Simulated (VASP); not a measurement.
Here is a VASP 6.6.1 calculation.

The input INCAR:

```
PREC = Accurate
ENCUT = 600
EDIFF = 1E-7
ISMEAR = 0
SIGMA = 0.2
LREAL = False
LASPH = True
NELM = 200
ALGO = Normal
ISIF = 3
LWAVE = False
LCHARG = False
GGA = PE
IBRION = 2
NSW = 36
EDIFFG = -0.08
GGA_COMPAT = False
NELMIN = 4
LMAXMIX = 6
```

Contents of KPOINTS:

```
regular mesh
0
Gamma
  4 4 4
```

Contents of POSCAR:

```
Ho3N
1.0
    4.5710698700      0.0000000000      0.0000000000
    0.0000000000      4.5710698700      0.0000000000
    0.0000000000      0.0000000000      4.5710698700
Ho N
3 1
Direct
    0.5000000000      0.0000000000      0.0000000000
    0.0000000000      0.5000000000      0.0000000000
    0.0000000000      0.0000000000      0.5000000000
    0.0000000000      0.0000000000      0.0000000000
```

Potentials or basis: VASP PAW PBE potentials, release 64 (Ho_3, N), 4f in core.

The run is started by

```bash
$ cat potpaw_PBE.64/Ho_3/POTCAR potpaw_PBE.64/N/POTCAR > POTCAR
$ mpirun -np 1 vasp_std > vasp.out
```

Task: Predict the relaxed volume.

Result: 27.41 Å³/atom.

Task: Predict the band gap on the k mesh.

Result: Zero (bands 16 and 17 overlap by 1.42 eV).

Task: Predict the relaxed cell.

Result: a = 4.786 Å, b = 4.786 Å, c = 4.786 Å, α = 90.00°, β = 90.00°, γ = 90.00°.

The path:
```tsv
step	energy change (eV)	largest force (eV/Å)	pressure (GPa)	volume (Å³)
1	0.0000	0.0000	11.42	95.51
2	-0.2471	0.0000	-5.12	121.02
3	-0.4459	0.0000	-0.05	109.65
```

Caveat: spin-orbit coupling is left out, which moves the levels of the heavy elements; the 4f electrons are frozen in the core, so they carry no moment and show no levels; the run has no spin polarisation, though such a crystal can be magnetic. Spin polarisation is off, so any magnetic state and its effect on volume and gap are missing.
